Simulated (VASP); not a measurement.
Wanted: the native input for a VASP 6.6.1 run.

```
Task                   : electric field gradients
Functional             : PBE
Potentials or basis    : VASP PAW PBE potentials, release 64 (Ag, Cl)
Cutoff                 : 520 eV
k mesh                 : 11 × 11 × 11
Occupations            : tetrahedron
Spin                   : collinear spin, zero start
Starting moments       : [0.0, 0.0] μB
Dipole correction      : no
Further INCAR settings : ALGO = Normal; EDIFF = 1e-08; NBANDS = 20
```

The structure of AgCl (zincblende type) lies in POSCAR:

```
AgCl
1.0
    0.0000000000      2.9682291506      2.9682291506
    2.9682291506      0.0000000000      2.9682291506
    2.9682291506      2.9682291506      0.0000000000
Ag Cl
1 1
Direct
    0.0000000000      0.0000000000      0.0000000000
    0.2500000000      0.2500000000      0.2500000000
```

The input as run:

INCAR

```
SYSTEM = AgCl
  ALGO = Normal
  EDIFF = 1E-8
  ENCUT = 520
  GGA = PE
  ISIF = 2
  ISMEAR = -4
  ISPIN = 2
  LASPH = .True.
  LCHARG = .False.
  LEFG = .True.
  LMAXMIX = 4
  LORBIT = 11
  LREAL = .False.
  LWAVE = .False.
  MAGMOM = 0 0
  NBANDS = 20
  NELM = 150
  PREC = Accurate
  SIGMA = 0.1
```

KPOINTS

```
k-points
0
Gamma
  11 11 11
  0 0 0
```

Potentials or basis: VASP PAW PBE potentials, release 64 (Ag, Cl).

The run is started by

```bash
$ cat potpaw_PBE.64/Ag/POTCAR potpaw_PBE.64/Cl/POTCAR > POTCAR
$ mpirun -np 1 vasp_std > vasp.out
```

It gave:

```
Pressure                                              : 2.0 GPa
Band gap on the k mesh                                : 1.22 eV, direct
Net moment                                            : 0.00 μB per cell
Valence electrons inside the program's atomic spheres : Ag 9.78; Cl 5.09
```

Caveat: without QUAD_EFG the Cq values of the log hold for a quadrupole moment of 1 mb, not for the nuclei.

It took 79 s on 1 thread of AMD EPYC 7R43 64-Core Processor (Zen 3), on a shared host, peak memory 0.22 GiB.
